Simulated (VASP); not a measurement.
Input of a VASP 6.6.1 run:

File INCAR:

```
PREC = Accurate ; ENCUT = 520
EDIFF = 1E-6 ; ISMEAR = 1
SIGMA = 0.05 ; LREAL = F
LASPH = T ; NELM = 80
ALGO = Normal ; ISIF = 2
LWAVE = F ; LCHARG = T
GGA = PS ; LELF = T
LVHAR = T ; NBANDS = 34
```

File KPOINTS:

```
regular mesh
0
Gamma
  5 5 5
```

Contents of POSCAR:

```
YSn3
1.0
    0.0000000000      3.7560163684      3.7560163684
    3.7560163684      0.0000000000      3.7560163684
    3.7560163684      3.7560163684      0.0000000000
Y Sn
1 3
Direct
    0.0000000000      0.0000000000      0.0000000000
    0.5000000000      0.5000000000      0.5000000000
    0.2500000000      0.2500000000      0.2500000000
    0.7500000000      0.7500000000      0.7500000000
```

Potentials or basis: VASP PAW PBE potentials, release 64 (Y_sv, Sn_d).

Command:

```console
$ cat potpaw_PBE.64/Y_sv/POTCAR potpaw_PBE.64/Sn_d/POTCAR > POTCAR
$ mpirun -np 1 vasp_std > vasp.out
```

Question: Predict the pressure.

Answer: 0.2 GPa.

Caveat: the PAW data sets were made with another functional, which shifts forces and pressure a little.
